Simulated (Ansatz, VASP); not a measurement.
**One calculation of MoS2, two programs**

```
CELL_PARAMETERS angstrom
3.16100 -0.04742 -0.04742
-1.62156 2.76122 -0.01736
-0.18443 -0.18443 12.29500
ATOMIC_POSITIONS crystal
Mo 0.33333 0.66667 0.25000
Mo 0.66667 0.33333 0.75000
S 0.33333 0.66667 0.62750
S 0.66667 0.33333 0.12750
S 0.33333 0.66667 0.87250
S 0.66667 0.33333 0.37250
```

Change from the starting cell: equal xy, yz and zx shear strains of -3 %.

Alike in both runs: task single point; functional PBE; k mesh 10 × 10 × 3; occupations fermi-dirac, width 0.03 eV; no spin polarisation.

|  | VASP | Ansatz |
| --- | --- | --- |
| version | VASP 6.6.1 | Ansatz 0.2.0 |
| potentials or method | VASP PAW PBE potentials, release 64 (Mo_sv, S), cutoff 520 eV | all-electron LAPW, scalar-relativistic |

Ansatz gave:

- pressure (GPa): 9.4
- traceless stress, the component that is largest in VASP (GPa): 4.75
- rms of the force components (eV/Å): 0.706

**Question.** Estimate VASP's values.

**Answer.** Pressure (GPa): 9.2; traceless stress, the component that is largest in VASP (GPa): 4.73; rms of the force components (eV/Å): 0.697.

Atom by atom the forces differ by 0.010 eV/Å (rms over components). Ansatz ran all-electron here, and VASP with PAW potentials.
